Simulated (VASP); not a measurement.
# Ta (I4/mmm) in VASP: notebook

The runs below take Ta through single point, with LDA.

Program: VASP 6.6.1. These are calculated values, not measurements. Logs are shortened: lines on timing, memory, paths and dates and some standing lists are left out, and cuts for length are marked.

**1. The cell of the first run**

The structure is tetragonal, space group I4/mmm (No. 139). The conventional cell has a = 3.154 Å, b = 3.154 Å, c = 3.303 Å, α = 90.00°, β = 90.00°, γ = 90.00°. Ta (site symmetry 4/mmm) has 14 Ta at 2.77 to 3.30 Å within 3.7 Å.

**2. Single point, LDA (strain -0.0450 x Voigt [1, 1, 0, 0, 0, 0])**

INCAR

```
SYSTEM = Ta
ALGO     = Fast           ! electronic algorithm
EDIFF    = 1E-6           ! SCF threshold, eV
ENCUT    = 520            ! plane-wave cutoff, eV
ISIF     = 2              ! what is computed and relaxed
ISMEAR   = 1              ! smearing method
LASPH    = .TRUE.         ! aspherical terms in the spheres
LCHARG   = .FALSE.        ! write CHGCAR
LREAL    = .FALSE.        ! projectors in reciprocal space
LWAVE    = .FALSE.        ! write WAVECAR
NBANDS   = 12             ! bands
NELM     = 80             ! most SCF steps
PREC     = Accurate       ! precision mode
SIGMA    = 0.02           ! smearing width, eV
```

KPOINTS

```
k-points
0
G
  20 20 20
  0 0 0
```

POSCAR

```
Ta
1.0
   -1.5769724000      1.5769724000      1.6512800000
    1.5769724000     -1.5769724000      1.6512800000
    1.5769724000      1.5769724000     -1.6512800000
Ta
1
Direct
    0.0000000000      0.0000000000      0.0000000000
```

Potentials or basis: VASP PAW LDA potentials, release 64 (Ta_pv).

Started as:

```sh
$ cat potpaw_LDA.64/Ta_pv/POTCAR > POTCAR
$ mpirun -np 1 vasp_std > vasp.out
```

OUTCAR:

```text
SYSTEM = Ta
   EDIFF = 1E-6
   ENCUT = 520
   ISIF = 2
   ISMEAR = 1
   LASPH = .TRUE.
   LREAL = .FALSE.
   NELM = 80
   PREC = Accurate

 ion  position               nearest neighbor table
   1  0.000  0.000  0.000-

  LATTYP: Found a body centered tetragonal cell.
 ALAT       =     3.1539448000
 C/A-ratio  =     1.0471204188

  Lattice vectors:

 A1 = (  -1.5769724000,   1.5769724000,   1.6512800000)
 A2 = (   1.5769724000,  -1.5769724000,   1.6512800000)
 A3 = (   1.5769724000,   1.5769724000,  -1.6512800000)

Analysis of symmetry for initial positions (statically):
=====================================================================
 Subroutine PRICEL returns:
 Original cell was already a primitive cell.

 Routine SETGRP: Setting up the symmetry group for a
 body centered tetragonal supercell.

 Subroutine GETGRP returns: Found 16 space group operations
 (whereof 16 operations were pure point group operations)
 out of a pool of 16 trial point group operations.

The static configuration has the point symmetry D_4h.

Analysis of symmetry for dynamics (positions and initial velocities):
=====================================================================
 Subroutine PRICEL returns:
 Original cell was already a primitive cell.

 Routine SETGRP: Setting up the symmetry group for a
 body centered tetragonal supercell.

 Subroutine GETGRP returns: Found 16 space group operations
 (whereof 16 operations were pure point group operations)
 out of a pool of 16 trial point group operations.

The dynamic configuration has the point symmetry D_4h.

 Subroutine INISYM returns: Found 16 space group operations
 (whereof 16 operations are pure point group operations),
 and found     1 'primitive' translations

----------------------------------------------------------------------------------------

                                     Primitive cell

  volume of cell :      16.4259

  direct lattice vectors                    reciprocal lattice vectors
    -1.576972400  1.576972400  1.651280000     0.000000000  0.317063254  0.302795407
     1.576972400 -1.576972400  1.651280000     0.317063254  0.000000000  0.302795407
     1.576972400  1.576972400 -1.651280000     0.317063254  0.317063254  0.000000000

  length of vectors
     2.774961178  2.774961178  2.774961178     0.438422360  0.438422360  0.448395153

  position of ions in fractional coordinates (direct lattice)
     0.000000000  0.000000000  0.000000000

  ion indices of the primitive-cell ions
   primitive index   ion index
                 1           1

----------------------------------------------------------------------------------------

 KPOINTS: k-points

Automatic generation of k-mesh.
 Grid dimensions read from file:
 generate k-points for:   20   20   20

 Generating k-lattice:

  Cartesian coordinates                     Fractional coordinates (reciprocal lattice)
     0.000000000  0.015853163  0.015139770     0.050000000  0.000000000  0.000000000
     0.015853163  0.000000000  0.015139770     0.000000000  0.050000000  0.000000000
     0.015853163  0.015853163  0.000000000     0.000000000  0.000000000  0.050000000

  Length of vectors
     0.021921118  0.021921118  0.022419758

  Shift w.r.t. Gamma in fractional coordinates (k-lattice)
     0.000000000  0.000000000  0.000000000

 Subroutine IBZKPT returns following result:
 ===========================================

 Found    641 irreducible k-points:

 Following reciprocal coordinates:
            Coordinates               Weight
  0.000000  0.000000  0.000000      1.000000
  0.050000  0.000000 -0.000000      8.000000
  0.100000 -0.000000  0.000000      8.000000
  0.150000  0.000000  0.000000      8.000000
  0.200000 -0.000000  0.000000      8.000000
  0.250000 -0.000000  0.000000      8.000000
[... 16 lines left out ...]
 -0.400000  0.050000 -0.000000     16.000000
 -0.350000  0.050000  0.000000     16.000000
 [... further k-points ...]
   k-points           NKPTS =    641   k-points in BZ     NKDIM =    641   number of bands    NBANDS=     12
   number of dos      NEDOS =    301   number of ions     NIONS =      1
   total plane-waves  NPLWV =  13824
   dimension x,y,z NGX =    24 NGY =   24 NGZ =   24
   dimension x,y,z NGXF=    48 NGYF=   48 NGZF=   48
   ions per type =               1
   NGX,Y,Z   is equivalent  to a cutoff of  14.38, 14.38, 14.38 a.u.
   NGXF,Y,Z  is equivalent  to a cutoff of  28.76, 28.76, 28.76 a.u.
 SYSTEM =  Ta
   PREC   = accura    normal or accurate (medium, high low for compatibility)
   ISTART =      0    job   : 0-new  1-cont  2-samecut
   ICHARG =      2    charge: 1-file 2-atom 10-const
   ISPIN  =      1    spin polarized calculation?
   LNONCOLLINEAR =      F non collinear calculations
   LSORBIT =      F    spin-orbit coupling
   LASPH  =      T    aspherical Exc in radial PAW
   ENCUT  =  520.0 eV  38.22 Ry    6.18 a.u.   5.16  5.16  5.16*2*pi/ulx,y,z
   NELM   =     80;   NELMIN=  2; NELMDL= -5     # of ELM steps
   EDIFF  = 0.1E-05   stopping-criterion for ELM
   LREAL  =      F    real-space projection
   EDIFFG = 0.1E-04   stopping-criterion for IOM
   NSW    =      0    number of steps for IOM
   IBRION =     -1    ionic relax: 0-MD 1-quasi-New 2-CG
   NFREE  =      0    steps in history (QN), initial steepest desc. (CG)
   ISIF   =      2    stress and relaxation
   ISYM   =      2    0-nonsym 1-usesym 2-fastsym
   POTIM  = 0.5000    time-step for ionic-motion
   TEBEG  =    0.0;   TEEND  =   0.0 temperature during run
   PSTRESS=    0.0 pullay stress
   NELECT =      11.0000    total number of electrons
   NUPDOWN=      -1.0000    fix difference up-down
   EMIN   =  10.00;   EMAX   =-10.00  energy-range for DOS
   EFERMI =   0.00;   METHOD = LEGACY
   ISMEAR =     1;   SIGMA  =   0.02  broadening in eV -4-tet -1-fermi 0-gaus
   EFERMI_NEDOS =   21; number of points for ismear=-14 and -15
   IALGO  =     68    algorithm
   IMIX   =      4    mixing-type and parameters
     AMIX     =   0.40;   BMIX     =  1.00
     AMIX_MAG =   1.60;   BMIX_MAG =  1.00
  volume/ion in A,a.u.               =      16.43       110.85
  Fermi-wavevector in a.u.,A,eV,Ry     =   1.432285  2.706626 27.911538  2.051440
  Thomas-Fermi vector in A             =   2.551929
   LORBIT       =      0    0 simple, 1 ext, 2 COOP (PROOUT), +10 PAW based schemes
   GGA     = CA    functional components
   LHFCALC =     F    Hartree Fock is set to
   AEXX    =    0.0000 exact exchange contribution
   IVDW    =     0    specifies the selected vdW correction
   LEPSILON=     F    determine dielectric tensor
   LRPA    =     F    only Hartree local field effects (RPA)
 non-spin polarized calculation
 RMM-DIIS sequential band-by-band and
 Methfessel and Paxton  Order N= 1 SIGMA  =   0.02
  energy-cutoff  :      520.00
  volume of cell :       16.43
 maximum number of plane-waves:       458
 NGX is ok and might be reduce to    24
   NGX = 11   NGY = 11   NGZ = 11

 number of electron      10.9999999 magnetization

 Free energy of the ion-electron system (eV)
  ---------------------------------------------------
  ext. energy  EPLUGINS =         0.00000000
  ---------------------------------------------------
  free energy    TOTEN  =       -12.78460909 eV

  energy without entropy =      -12.78462107  energy(sigma->0) =      -12.78461308

 E-fermi :   6.1975     XC(G=0): -13.2707

 val. band max:        6.1931466243   @ k =  -0.2500   0.2000  -0.0000
 cond. band min:       6.2035287235   @ k =   0.4000   0.3000   0.1000
 fundamental gap:      0.0103820993
 Fermi energy:         6.1975495295

 k-point     1 :       0.0000    0.0000    0.0000
  band No.  band energies     occupation
      1     -26.3512      2.00000
      2     -26.3421      2.00000
      3     -26.3421      2.00000
      4      -1.9872      2.00000
      5       6.6617      0.00000
      6       6.6617      0.00000
      7       7.2886      0.00000
      8       9.9835      0.00000
      9      10.8602      0.00000
     10      21.1443      0.00000
     11      22.0136      0.00000
     12      22.0136      0.00000

 k-point     2 :       0.0500    0.0000   -0.0000
  band No.  band energies     occupation
      1     -26.3911      2.00000
      2     -26.3546      2.00000
      3     -26.3464      2.00000
      4      -1.8617      2.00000
      5       6.6457      0.00000
      6       6.6769      0.00000
      7       7.3158      0.00000
      8       9.8860      0.00000
      9      10.8111      0.00000
     10      21.3776      0.00000
     11      22.2261      0.00000
     12      22.2404      0.00000

 k-point     3 :       0.1000   -0.0000    0.0000
  band No.  band energies     occupation
      1     -26.5171      2.00000
      2     -26.3907      2.00000
      3     -26.3469      2.00000
      4      -1.4981      2.00000
      5       6.5755     -0.00000
      6       6.5879     -0.00000
      7       7.5451      0.00000
      8       9.6487      0.00000
      9      10.7220      0.00000
     10      20.1850      0.00000
     11      21.8739      0.00000
     12      22.8464      0.00000
[... 286 lines left out ...]
 k-point    23 :      -0.4000    0.0500   -0.0000
  band No.  band energies     occupation
      1     -27.7406      2.00000
      2     -26.7704      2.00000
      3     -26.3685      2.00000
      4       1.4809      2.00000
      5       4.8291      2.00000
      6       6.7106      0.00000
      7       9.9301      0.00000
      8      11.3779      0.00000
      9      12.9685      0.00000
     10      19.9490      0.00000
     11      20.1526      0.00000
     12      20.8529      0.00000

 k-point    24 :      -0.3500    0.0500    0.0000
  band No.  band energies     occupation
      1     -27.5559      2.00000
      2     -26.7073      2.00000
      3     -26.3687      2.00000
      4       1.2993      2.00000
      5       5.0831      2.00000
      6       6.1228      2.00000
      7       9.7308      0.00000
      8      11.1650      0.00000
      9      11.7357      0.00000
     10      20.1760      0.00000
     11      20.8222      0.00000
     12      22.1312      0.00000

 [... further k-points ...]
[... 5 lines left out ...]
  --------------------------------------------------------------------------------------
  -------------------------------------------------------------------------------------
  Total        1.5388924      1.5388924      0.8230091      0.0000000      0.0000000      0.0000000
  in kB      150.1031981    150.1031981     80.2761069      0.0000000      0.0000000      0.0000000
  external PRESSURE =     126.8275010 kB  Pullay stress =       0.0000000 kB

 VOLUME and BASIS-vectors are now :
 -----------------------------------------------------------------------------
  energy-cutoff  :      520.00
  volume of cell :       16.43
      direct lattice vectors                 reciprocal lattice vectors
    -1.576972400  1.576972400  1.651280000     0.000000000  0.317063254  0.302795407
     1.576972400 -1.576972400  1.651280000     0.317063254  0.000000000  0.302795407
     1.576972400  1.576972400 -1.651280000     0.317063254  0.317063254  0.000000000

 POSITION                                       TOTAL-FORCE (eV/Angst)
 -----------------------------------------------------------------------------------
      0.00000      0.00000      0.00000        -0.000000      0.000000      0.000000
 -----------------------------------------------------------------------------------
    total drift:                                0.000000      0.000000      0.000000

  FREE ENERGIE OF THE ION-ELECTRON SYSTEM (eV)
  ---------------------------------------------------
  free  energy   TOTEN  =       -12.7846090878 eV

  energy  without entropy=      -12.7846210664  energy(sigma->0) =      -12.78461308
```

It took 63 s on 1 thread of Intel Xeon Platinum 8375C at 2.90GHz (Ice Lake), shared host; peak memory 0.23 GiB.

Results:

```yaml
Free_energy: -12.7846 eV
Pressure: 12.7 GPa
```

Stress tensor (GPa, compression positive):
```
15.01  0.00  0.00
 0.00 15.01  0.00
 0.00  0.00  8.03
```

Caveat: the cell differs from its parent crystal (strain -0.0450 x Voigt [1, 1, 0, 0, 0, 0]); spin-orbit coupling is left out, which moves the levels of the heavy elements.

**3. Single point, LDA (strain -0.0300 x Voigt [1, 1, 0, 0, 0, 0])**

INCAR

```
SYSTEM = Ta
PREC = Accurate
ENCUT = 520
EDIFF = 1E-7
ISMEAR = 1
SIGMA = 0.02
LREAL = .FALSE.
LASPH = .TRUE.
NELM = 60
ALGO = Normal
ISIF = 2
LWAVE = .FALSE.
LCHARG = .FALSE.
GGA = CA
NBANDS = 12
```

KPOINTS

```
regular mesh
0
G
  20 20 20
  0 0 0
```

POSCAR

```
Ta
1.0
   -1.6017416000      1.6017416000      1.6512800000
    1.6017416000     -1.6017416000      1.6512800000
    1.6017416000      1.6017416000     -1.6512800000
Ta
1
Direct
    0.0000000000      0.0000000000      0.0000000000
```

Potentials or basis: VASP PAW LDA potentials, release 64 (Ta_pv).

Started as:

```sh
$ cat potpaw_LDA.64/Ta_pv/POTCAR > POTCAR
$ mpirun -np 1 vasp_std > vasp.out
```

It took 51 s on 1 thread of Intel Xeon Platinum 8375C at 2.90GHz (Ice Lake), shared host; peak memory 0.24 GiB.

The run converged. Its results:

| Item | Value |
| --- | --- |
| Free energy | -12.8183 eV |
| Pressure | 4.7 GPa |

Stress tensor (GPa, compression positive):
```
5.98 0.00 0.00
0.00 5.98 0.00
0.00 0.00 2.00
```

Levels at points of the mesh, in eV from the Fermi level:
```tsv
k point	band 2	band 3	band 4	band 5	band 6	band 7	band 8	band 9
(0.00, 0.00, 0.00)	-32.65	-32.65	-8.06	0.54	0.54	0.95	3.86	4.42
(0.50, 0.00, 0.00)	-33.11	-32.66	-4.65	-1.63	1.97	3.82	5.14	8.32
(0.50, 0.50, 0.00)	-33.15	-32.69	-4.65	-2.04	2.21	4.45	5.36	8.43
(0.50, 0.50, 0.50)	-33.63	-33.63	-4.24	-4.14	7.21	7.35	7.35	8.81
```

Caveat: the cell differs from its parent crystal (strain -0.0300 x Voigt [1, 1, 0, 0, 0, 0]); spin-orbit coupling is left out, which moves the levels of the heavy elements.
